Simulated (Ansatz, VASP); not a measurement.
## Two plane-wave programs on InSb

File INCAR:

```
ALGO     = Normal         # electronic algorithm
EDIFF    = 1E-6           # SCF threshold, eV
ENCUT    = 520            # plane-wave cutoff, eV
GGA      = PE             # functional
ISIF     = 2              # what is computed and relaxed
ISMEAR   = 0              # smearing method
LASPH    = T              # aspherical terms in the spheres
LCHARG   = F              # write CHGCAR
LREAL    = F              # projectors in reciprocal space
LWAVE    = F              # write WAVECAR
NBANDS   = 16             # bands
NELM     = 100            # most SCF steps
PREC     = Accurate       # precision mode
SIGMA    = 0.15           # smearing width, eV
```

File KPOINTS:

```
k-points
0
Gamma
  18 18 10
```

The input POSCAR:

```
InSb
1.0
    3.1633676196      0.0000000000      0.0000000000
    0.0000000000      3.1633676196      0.0000000000
    0.0000000000      0.0000000000      5.8793934763
In Sb
1 1
Direct
    0.0000000000      0.0000000000      0.0000000000
    0.0000000000      0.0000000000      0.5000000000
```

Input for Ansatz:

```yaml
crystal:
  lattice:
    - [3.1633676196, 0.0, 0.0]
    - [0.0, 3.1633676196, 0.0]
    - [0.0, 0.0, 5.8793934763]
  atoms:
    - { symbol: In, position: [0.0, 0.0, 0.0] }
    - { symbol: Sb, position: [0.0, 0.0, 0.5] }
basis:
  ecutwfc: 420
kpoints:
  mp_grid: { grid: [18, 18, 10] }
hamiltonian:
  xc: pbe
scf:
  occupations: { method: gaussian, width: 0.15 }
output:
  forces: true
  stress: true
  eigenvalues: true
```

Alike in both runs: task single point; functional PBE; k mesh 18 × 18 × 10; occupations gaussian, width 0.15 eV; no spin polarisation.

```csv
,VASP,Ansatz
version,VASP 6.6.1,Ansatz 0.2.0
potentials or method,"VASP PAW PBE potentials, release 64 (In_d, Sb), cutoff 520 eV","scalar-relativistic, plane waves, PAW"
valence electrons in the cell,18,28
```

```tsv
	VASP	Ansatz	Ansatz less VASP
gap on the k mesh at the Fermi level (eV)	none	none	-
pressure (GPa)	0.8	0.9	+0.04
traceless stress, the component that is largest in VASP (GPa)	4.98	4.98	+0.003
```

A gap of «none» marks a metal or a gap that the smearing closes. VASP's potentials hold 18 valence electrons a cell and Ansatz's 28, so a difference there can come from the potentials and not from the codes.

Neither program's run includes spin-orbit coupling.
